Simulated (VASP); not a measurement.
# Mg13Zn3S16 (P1) in VASP: a series of runs, part 2 of 2

VASP 6.6.1.

**3. Relaxation of volume and atoms at fixed shape, PBEsol**

INCAR

```
PREC = Accurate ; ENCUT = 500
EDIFF = 1E-7 ; ISMEAR = -1
SIGMA = 0.05 ; LREAL = Auto
LASPH = True ; NELM = 120
ALGO = Normal ; ISIF = 8
LWAVE = False ; LCHARG = False
GGA = PS ; IBRION = 2
NSW = 100 ; EDIFFG = -0.03
ISYM = -1 ; GGA_COMPAT = False
NELMIN = 4
```

KPOINTS

```
explicit points
1
Reciprocal
  0.25000000   0.25000000   0.25000000 1
```

POSCAR

```
Mg13Zn3S16
1.0
   11.1908650000      0.0000000000      0.0000000000
    0.0000000000     11.1908650000      0.0000000000
    0.0000000000      0.0000000000     11.1908650000
Zn Mg S
6 26 32
Direct
    0.9963200000      0.0005170000      0.0012200000
    0.9994630000      0.4960010000      0.0015710000
    0.7489420000      0.2497790000      0.4968100000
    0.2504140000      0.9991720000      0.7518920000
    0.7496320000      0.9996930000      0.2474590000
    0.9986090000      0.2510810000      0.7502740000
    0.9983030000      0.9996430000      0.4958750000
    0.0009930000      0.5028600000      0.4975270000
    0.5018580000      0.9956690000      0.0000460000
    0.5025580000      0.9992460000      0.5010380000
    0.5025180000      0.5021920000      0.0010480000
    0.4989660000      0.4970370000      0.4983520000
    0.2523320000      0.2495010000      0.0006530000
    0.2501890000      0.2476100000      0.5011580000
    0.2497440000      0.7489480000      0.0014060000
    0.2521960000      0.7517140000      0.4988390000
    0.7504100000      0.2518050000      0.0021680000
    0.7493470000      0.7494730000      0.0030650000
    0.7495570000      0.7476930000      0.4991650000
    0.2503990000      0.0000380000      0.2515570000
    0.2478860000      0.5027670000      0.2531230000
    0.2506460000      0.5043400000      0.7528650000
    0.7511660000      0.9985350000      0.7496140000
    0.7509350000      0.5002540000      0.2491360000
    0.7507340000      0.5010820000      0.7529800000
    0.0031790000      0.2501310000      0.2469600000
    0.0013110000      0.7498830000      0.2500730000
    0.9995710000      0.7478520000      0.7510810000
    0.4988700000      0.2498080000      0.2513970000
    0.5012780000      0.2500350000      0.7520090000
    0.4999200000      0.7499750000      0.2490720000
    0.4990570000      0.7508710000      0.7517970000
    0.1247820000      0.1248310000      0.1228890000
    0.1239660000      0.1253440000      0.6239020000
    0.1256730000      0.6266100000      0.1216890000
    0.1245220000      0.6247080000      0.6242870000
    0.6285500000      0.1236330000      0.1257430000
    0.6269990000      0.1233200000      0.6233830000
    0.6244290000      0.6237220000      0.1268120000
    0.6255210000      0.6233040000      0.6225370000
    0.3747660000      0.3756550000      0.1239830000
    0.3748100000      0.3750770000      0.6276640000
    0.3742220000      0.8780020000      0.1249250000
    0.3731030000      0.8770620000      0.6248080000
    0.8759650000      0.3736360000      0.1259030000
    0.8737250000      0.3748590000      0.6226990000
    0.8751790000      0.8756270000      0.1233170000
    0.8771810000      0.8725190000      0.6255440000
    0.3743010000      0.1275960000      0.3724390000
    0.3772710000      0.1204120000      0.8726150000
    0.3747340000      0.6254530000      0.3750920000
    0.3749420000      0.6261950000      0.8731320000
    0.8754940000      0.1246500000      0.3734340000
    0.8766880000      0.1253080000      0.8741550000
    0.8761640000      0.6243970000      0.3734450000
    0.8738950000      0.6236610000      0.8754780000
    0.1277940000      0.3746050000      0.3780200000
    0.1244240000      0.3745350000      0.8773930000
    0.1265590000      0.8746160000      0.3782040000
    0.1275990000      0.8737060000      0.8749050000
    0.6243330000      0.3765550000      0.3751710000
    0.6227850000      0.3763810000      0.8754750000
    0.6239500000      0.8761470000      0.3749810000
    0.6235390000      0.8765770000      0.8748350000
```

Potentials or basis: VASP PAW PBE potentials, release 64 (Zn, Mg, S).

On the command line:

```
$ cat potpaw_PBE.64/Zn/POTCAR potpaw_PBE.64/Mg/POTCAR potpaw_PBE.64/S/POTCAR > POTCAR
$ mpirun -np 1 vasp_std > vasp.out
```

It took 49 min on 1 thread of Intel Xeon 6975P-C (Granite Rapids), shared host; peak memory 1.4 GiB.

It converged, with:

```
Free energy                           : -276.9478 eV
Relaxed volume                        : 21.88 Å³/atom
Relaxed cell                          : a = 11.187 Å, b = 11.187 Å, c = 11.187 Å, α = 90.00°, β = 90.00°, γ = 90.00°
Space group after relaxing (to 0.1 Å) : P1 (No. 1)
Energy gained by relaxing             : 13.1 meV/atom
Ionic steps                           : 12
Pressure after relaxing               : 0.0 GPa
Largest force after relaxing          : 0.023 eV/Å
Band gap on the k mesh                : 3.72 eV
```

Forces in eV/Å, atoms in the order of the input:
```
Zn   0.011 -0.003  0.004
Zn   0.004  0.021 -0.008
Zn   0.003 -0.004  0.013
Zn   0.016  0.004 -0.004
Zn  -0.001  0.007 -0.001
Zn   0.006 -0.005  0.003
Mg   0.014  0.004  0.002
Mg   0.001 -0.009  0.004
Mg  -0.005  0.005 -0.005
Mg  -0.003 -0.010  0.001
Mg   0.000 -0.015 -0.001
Mg   0.012  0.013  0.003
Mg  -0.005  0.011  0.005
Mg  -0.002  0.003 -0.004
Mg  -0.008 -0.011 -0.004
Mg   0.001  0.004 -0.004
Mg  -0.007  0.003  0.000
Mg   0.002  0.006 -0.004
Mg  -0.009 -0.002  0.000
Mg   0.005 -0.008  0.005
Mg   0.012 -0.005 -0.002
Mg   0.006  0.003 -0.009
Mg  -0.011  0.002  0.000
Mg  -0.004  0.005  0.005
Mg   0.001 -0.003  0.001
Mg  -0.012  0.004  0.003
Mg  -0.001 -0.004  0.002
Mg   0.005 -0.001  0.001
Mg  -0.003  0.000  0.008
Mg  -0.013  0.004 -0.001
Mg   0.002 -0.010  0.004
Mg  -0.008 -0.001 -0.003
S   -0.005 -0.001  0.015
S    0.015  0.004  0.000
S   -0.002 -0.006  0.005
S   -0.010  0.004 -0.009
S    0.002  0.002 -0.001
S   -0.005 -0.002  0.004
S   -0.002 -0.007 -0.014
S    0.013  0.018  0.006
S    0.012 -0.003  0.004
S    0.007  0.001 -0.012
S    0.006  0.003  0.002
S   -0.009 -0.018  0.007
S    0.000  0.010 -0.008
S    0.004 -0.007 -0.003
S   -0.003  0.002  0.001
S   -0.006 -0.002  0.002
S   -0.008  0.000 -0.020
S    0.005  0.000  0.005
S   -0.007  0.001 -0.008
S    0.012 -0.008 -0.002
S   -0.004 -0.004  0.007
S    0.000 -0.007  0.009
S    0.003 -0.002  0.007
S   -0.004  0.003 -0.004
S    0.000  0.007 -0.010
S   -0.010  0.011  0.006
S    0.002 -0.002 -0.006
S   -0.005  0.004  0.003
S    0.004  0.000  0.004
S   -0.008  0.001  0.002
S    0.008 -0.008 -0.008
S   -0.014  0.000  0.004
```

Stress tensor (GPa, compression positive):
```
 0.03 -0.13 -0.13
-0.13  0.02 -0.15
-0.13 -0.15  0.00
```

Step by step:
```csv
step,energy change (eV),largest force (eV/Å),pressure (GPa),volume (Å³)
1,0.0000,0.8856,0.07,1401.49
2,-0.4644,0.5340,-0.11,1403.52
3,-0.6345,0.3286,-0.21,1405.65
4,-0.7343,0.2117,0.07,1398.99
5,-0.7685,0.1681,0.38,1392.05
6,-0.8102,0.1152,-0.13,1403.44
7,-0.8106,0.1137,-0.18,1404.65
8,-0.8282,0.0615,-0.01,1400.72
9,-0.8294,0.0691,0.05,1399.39
10,-0.8340,0.0361,0.00,1400.59
11,-0.8347,0.0367,-0.03,1401.29
12,-0.8363,0.0233,0.02,1400.14
```

Final structure:
```
CELL_PARAMETERS angstrom
11.18726 0.00000 0.00000
0.00000 11.18726 0.00000
0.00000 0.00000 11.18726
ATOMIC_POSITIONS crystal
Zn 0.99994 0.00277 0.99803
Zn 0.99989 0.49776 0.99834
Zn 0.75266 0.24785 0.49943
Zn 0.24597 0.00233 0.75249
Zn 0.75247 0.00261 0.24918
Zn 0.99974 0.24824 0.75156
Mg 0.99746 0.00260 0.50197
Mg 0.99890 0.49616 0.50133
Mg 0.50101 0.99915 0.99963
Mg 0.50208 0.00249 0.49962
Mg 0.50000 0.49999 0.00011
Mg 0.50131 0.49745 0.50063
Mg 0.24550 0.24754 0.99603
Mg 0.24824 0.24782 0.50457
Mg 0.24658 0.75221 0.99842
Mg 0.24944 0.75236 0.50229
Mg 0.75561 0.24829 0.99986
Mg 0.75369 0.75161 0.00157
Mg 0.75064 0.75095 0.49786
Mg 0.24795 0.00050 0.24871
Mg 0.24800 0.49947 0.24842
Mg 0.24622 0.49866 0.75233
Mg 0.75457 0.00258 0.74943
Mg 0.75275 0.49808 0.25002
Mg 0.75321 0.49572 0.75015
Mg 0.99805 0.24814 0.24806
Mg 0.99879 0.75246 0.24622
Mg 0.00120 0.75104 0.75348
Mg 0.50332 0.24802 0.25109
Mg 0.50113 0.24761 0.74879
Mg 0.50180 0.75200 0.25014
Mg 0.49880 0.75236 0.74968
S 0.12002 0.12078 0.12050
S 0.12288 0.12493 0.63483
S 0.11962 0.62101 0.11865
S 0.12367 0.62477 0.62581
S 0.63086 0.12136 0.12715
S 0.63157 0.12892 0.62105
S 0.62681 0.62501 0.12595
S 0.62643 0.62487 0.62572
S 0.37428 0.37156 0.12386
S 0.37407 0.37491 0.62739
S 0.37407 0.87464 0.12477
S 0.37016 0.88337 0.62983
S 0.88031 0.37884 0.12066
S 0.87621 0.36270 0.62515
S 0.87629 0.88689 0.12349
S 0.87572 0.87330 0.62573
S 0.37343 0.12546 0.37543
S 0.37166 0.12058 0.87078
S 0.37548 0.62554 0.37566
S 0.37336 0.62574 0.87510
S 0.86786 0.12542 0.37431
S 0.88426 0.12510 0.87453
S 0.87701 0.62490 0.37446
S 0.87959 0.62044 0.87937
S 0.12471 0.37171 0.37520
S 0.11468 0.37392 0.87404
S 0.12310 0.87646 0.37561
S 0.12353 0.88471 0.87589
S 0.63180 0.37011 0.37967
S 0.62583 0.37218 0.87638
S 0.63069 0.88109 0.36991
S 0.62828 0.87589 0.87378
```

Levels at points of the mesh, in eV from the valence-band top:
```csv
k point,band 154,band 155,band 156,band 157,band 158,band 159,band 160,band 161,band 162,band 163
"(0.25, 0.25, 0.25)",-0.24,-0.20,-0.17,-0.01,0.00,3.72,4.02,4.04,4.04,4.45
```

Caveat: the PAW data sets were made with another functional, which shifts forces and pressure a little; a shifted mesh leaves out Γ, where band edges can lie.
